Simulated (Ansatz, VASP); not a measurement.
**One calculation of GaAs, two programs**

```xyz
2
Lattice="0.0000 2.8268 2.8268 2.8268 0.0000 2.8268 2.8268 2.8268 0.0000" Properties=species:S:1:pos:R:3 pbc="T T T"
Ga    0.0000    0.0000    0.0000
As    4.2403    4.2403    4.2403
```

Alike in both runs: task single point; functional PBE; k mesh 4 × 4 × 4; no spin polarisation.

|  | VASP | Ansatz |
| --- | --- | --- |
| version | VASP 6.6.1 | Ansatz 0.2.0 |
| potentials or method | VASP PAW PBE potentials, release 64 (Ga_d, As), cutoff 500 eV | plane waves, PAW |
| occupations | gaussian, width 0.01 eV | fixed |
| valence electrons in the cell | 18 | 28 |

```csv
,VASP,Ansatz,Ansatz less VASP
pressure (GPa),3.7,3.5,-0.16
```

VASP's potentials hold 18 valence electrons a cell and Ansatz's 28, so a difference there can come from the potentials and not from the codes.

The k mesh is coarse, so the values compare programs but aren't converged.
